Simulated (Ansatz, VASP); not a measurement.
## One calculation of AlN, two programs

File INCAR:

```
SYSTEM = AlN
PREC = Accurate ; ENCUT = 520
EDIFF = 1E-7 ; ISMEAR = 0
SIGMA = 0.05 ; LREAL = .False.
LASPH = .True. ; NELM = 60
ALGO = Normal ; ISIF = 2
LWAVE = .False. ; LCHARG = .False.
GGA = PS ; IVDW = 12
NBANDS = 11
```

Contents of KPOINTS:

```
regular mesh
0
Gamma
  10 10 10
  0 0 0
```

File POSCAR:

```
AlN
1.0
    0.0000000000      2.0347515023      2.0347515023
    2.0347515023      0.0000000000      2.0347515023
    2.0347515023      2.0347515023      0.0000000000
Al N
1 1
Direct
    0.0000000000      0.0000000000      0.0000000000
    0.5000000000      0.5000000000      0.5000000000
```

Input for Ansatz:

```yaml
crystal:
  lattice:
    - [0.0, 2.0347515023, 2.0347515023]
    - [2.0347515023, 0.0, 2.0347515023]
    - [2.0347515023, 2.0347515023, 0.0]
  atoms:
    - { symbol: Al, position: [0.0, 0.0, 0.0] }
    - { symbol: "N", position: [0.5, 0.5, 0.5] }
basis:
  ecutwfc: 420
  ecutrho_ratio: 4
kpoints:
  mp_grid: { grid: [10, 10, 10] }
hamiltonian:
  xc: pbesol
  dispersion: d3bj
scf:
  occupations: { method: gaussian, width: 0.05 }
output:
  forces: true
  stress: true
  eigenvalues: true
```

Alike in both runs: task single point; functional PBEsol; dispersion D3(BJ); k mesh 10 × 10 × 10; occupations gaussian, width 0.05 eV; no spin polarisation.

|  | VASP | Ansatz |
| --- | --- | --- |
| version | VASP 6.6.1 | Ansatz 0.2.0 |
| potentials or method | VASP PAW PBE potentials, release 64 (Al, N), cutoff 520 eV | scalar-relativistic, plane waves, PAW |
| valence electrons in the cell | 8 | 8 |

VASP gave:

- gap on the k mesh at the Fermi level (eV): 4.37
- least direct gap on the mesh (eV): 5.39
- pressure (GPa): -10.0

Estimate Ansatz's values.

gap on the k mesh at the Fermi level (eV): 4.38; least direct gap on the mesh (eV): 5.37; pressure (GPa): -10.0.

VASP's potentials were made for PBE, not for PBEsol.
